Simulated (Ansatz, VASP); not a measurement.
**MnSb: VASP beside Ansatz**

INCAR

```
PREC = Accurate ; ENCUT = 520
EDIFF = 1E-6 ; ISMEAR = -1
SIGMA = 0.05 ; LREAL = F
LASPH = T ; NELM = 150
ALGO = Normal ; ISIF = 2
LWAVE = F ; LCHARG = F
ISPIN = 2 ; MAGMOM = 4 -4 0 0
LORBIT = 11 ; LMAXMIX = 4
GGA = PE ; NBANDS = 30
```

Contents of KPOINTS:

```
Automatic mesh
0
Gamma
  7 7 5
```

File POSCAR:

```
MnSb
1.0
    4.1500000000      0.0000000000      0.0000000000
   -2.0750000000      3.5940054257      0.0000000000
    0.0000000000      0.0000000000      5.7800000000
Mn Sb
2 2
Direct
    0.0000000000      0.0000000000      0.0000000000
    0.0000000000      0.0000000000      0.5000000000
    0.3333333333      0.6666666667      0.2500000000
    0.6666666667      0.3333333333      0.7500000000
```

Input for Ansatz:

```yaml
crystal:
  lattice:
    - [4.15, 0.0, 0.0]
    - [-2.075, 3.5940054257, 0.0]
    - [0.0, 0.0, 5.78]
  atoms:
    - { symbol: Mn, position: [0.0, 0.0, 0.0], spin: 4.0 }
    - { symbol: Mn, position: [0.0, 0.0, 0.5], spin: -4.0 }
    - { symbol: Sb, position: [0.3333333333, 0.6666666667, 0.25] }
    - { symbol: Sb, position: [0.6666666667, 0.3333333333, 0.75] }
magnetization:
  spin_polarized: true
kpoints:
  mp_grid: { grid: [7, 7, 5] }
scf:
  occupations: { method: fermi_dirac, width: 0.05 }
  lower_state_search: "off"
hamiltonian:
  xc: pbe
  pseudopotentials: { kind: paw }
output:
  forces: true
  stress: true
  eigenvalues: true
  write_density: true
  write_potential: true
  elf: true
  volumetric_format: npy
```

Alike in both runs: task single point; functional PBE; k mesh 7 × 7 × 5; occupations fermi-dirac, width 0.05 eV; collinear spin.

|  | VASP | Ansatz |
| --- | --- | --- |
| version | VASP 6.6.1 | Ansatz 0.2.0 |
| potentials or method | VASP PAW PBE potentials, release 64 (Mn_pv, Sb) | PAW with Ansatz's default frozen-core files, scalar-relativistic |
| plane-wave cutoff (eV) | 520 | 420 |
| valence electrons in the cell | 36 | 60 |

Ansatz gave:

* pressure (GPa): -3.6
* traceless stress, the component that is largest in VASP (GPa): 0.05
* net moment per atom (μB): 0.00
* size of the moment on the site where the two differ most (μB): 3.37

Q: What did VASP give for the same quantities?

A: Pressure (GPa): -3.6; traceless stress, the component that is largest in VASP (GPa): 0.06; net moment per atom (μB): 0.00; size of the moment on the site where the two differ most (μB): 3.33.

Site moments also hang on the region over which each program counts them. The functional is the same, so the differences come from potentials, cutoffs and numerics. VASP's potentials hold 36 valence electrons a cell and Ansatz's 60, so a difference there can come from the potentials and not from the codes.

Neither program's run includes spin-orbit coupling.
